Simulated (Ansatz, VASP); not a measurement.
# WS2 in VASP and in Ansatz

File INCAR:

```
PREC = Accurate
ENCUT = 600
EDIFF = 1E-7
ISMEAR = 0
SIGMA = 0.1
LREAL = F
LASPH = T
NELM = 100
ALGO = Normal
ISIF = 3
LWAVE = F
LCHARG = F
GGA = PE
IBRION = 2
NSW = 90
EDIFFG = -0.04
```

KPOINTS

```
regular mesh
0
Gamma
  6 6 2
```

File POSCAR:

```
WS2
1.0
    3.1799995600      0.0000000000      0.0000000000
   -1.5899997800      2.7539604100      0.0000000000
    0.0000000000      0.0000000000     12.5000000000
W S
2 4
Direct
    0.3333333300      0.6666666700      0.2500000000
    0.6666666700      0.3333333300      0.7500000000
    0.3333333300      0.6666666700      0.6200000000
    0.6666666700      0.3333333300      0.1200000000
    0.3333333300      0.6666666700      0.8800000000
    0.6666666700      0.3333333300      0.3800000000
```

Input for Ansatz:

```yaml
crystal:
  lattice:
    - [3.17999956, 0.0, 0.0]
    - [-1.58999978, 2.75396041, 0.0]
    - [0.0, 0.0, 12.5]
  atoms:
    - { symbol: W, position: [0.33333333, 0.66666667, 0.25] }
    - { symbol: W, position: [0.66666667, 0.33333333, 0.75] }
    - { symbol: S, position: [0.33333333, 0.66666667, 0.62] }
    - { symbol: S, position: [0.66666667, 0.33333333, 0.12] }
    - { symbol: S, position: [0.33333333, 0.66666667, 0.88] }
    - { symbol: S, position: [0.66666667, 0.33333333, 0.38] }
basis:
  ecutwfc: 420
kpoints:
  mp_grid: { grid: [6, 6, 2] }
hamiltonian:
  xc: pbe
scf:
  occupations: { method: gaussian, width: 0.1 }
  lower_state_search: "off"
output:
  forces: true
  stress: true
  eigenvalues: true
relax:
  adjacent_minimum: "off"
  f_tol: 0.04
  max_steps: 70
  cell: { stress_tol: 0.4 }
```

Alike in both runs: task relaxation of cell and atoms; functional PBE; k mesh 6 × 6 × 2; occupations gaussian, width 0.1 eV; no spin polarisation.

|  | VASP | Ansatz |
| --- | --- | --- |
| version | VASP 6.6.1 | Ansatz 0.2.0 |
| potentials or method | VASP PAW PBE potentials, release 64 (W_sv, S), cutoff 600 eV | scalar-relativistic, plane waves, PAW |
| valence electrons in the cell | 52 | 52 |

Ansatz gave:

- gap on the k mesh at the Fermi level, each at its own relaxed structure (eV): 1.52
- relaxed volume (Å³/atom): 20.61
- relaxed length of the cell vector where the two differ most in proportion (Å): 14.044

**Question.** Which values does VASP return?

**Answer.** gap on the k mesh at the Fermi level, each at its own relaxed structure (eV): 1.50; relaxed volume (Å³/atom): 20.39; relaxed length of the cell vector where the two differ most in proportion (Å): 13.887.

Spin-orbit coupling is off throughout.
